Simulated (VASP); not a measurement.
# MnS: single point with PBE

MnS:

```
CELL_PARAMETERS angstrom
0.00000 2.80000 2.80000
2.80000 0.00000 2.80000
2.80000 2.80000 0.00000
ATOMIC_POSITIONS crystal
Mn 0.00000 0.00000 0.00000
S 0.75000 0.75000 0.75000
```

```yaml
Program: VASP 6.6.1
Task: single point
Functional: PBE
Potentials_or_basis: VASP PAW PBE potentials, release 64 (Mn_pv, S)
Cutoff: 520 eV
k_mesh: 7 × 7 × 7
Occupations: fermi-dirac, width 0.05 eV
Spin: collinear spin, ferromagnetic start
Starting_moments: "[4.5, 0.0] μB"
Dipole_correction: no
Further_INCAR_settings: ALGO = Normal; EDIFF = 1e-06; NBANDS = 20
```

```
Pressure                                              : 0.8 GPa
Net moment                                            : 4.89 μB per cell
Site moments                                          : Mn +4.31; S +0.08 μB
Valence electrons inside the program's atomic spheres : Mn 11.38; S 3.76
```

Levels at points of the mesh, in eV from the Fermi level:
Spin up:
| k point | band 8 | band 9 | band 10 | band 11 | band 12 | band 13 | band 14 | band 15 | band 16 | band 17 |
| --- | --- | --- | --- | --- | --- | --- | --- | --- | --- | --- |
| (0.00, 0.00, 0.00) | -3.19 | -3.19 | 0.25 | 0.25 | 0.25 | 0.96 | 5.85 | 5.85 | 5.85 | 10.66 |
Spin down:
| k point | band 3 | band 4 | band 5 | band 6 | band 7 | band 8 | band 9 | band 10 | band 11 | band 12 |
| --- | --- | --- | --- | --- | --- | --- | --- | --- | --- | --- |
| (0.00, 0.00, 0.00) | -46.17 | -13.61 | -3.31 | -3.31 | -3.31 | 0.84 | 0.84 | 1.97 | 3.02 | 3.02 |

It took 63 s on 1 thread of Intel Xeon 8259CL (shared host), peak memory 0.19 GiB.

Caveat: a cell with one magnetic atom can't hold antiferromagnetic order, which such compounds often take; semilocal functionals often make such compounds metallic where correlation or magnetic order opens a gap, which also shifts bond lengths. With open d or f shells a metallic result of PBE can be an artefact of self-interaction; +U or a hybrid may open a gap.
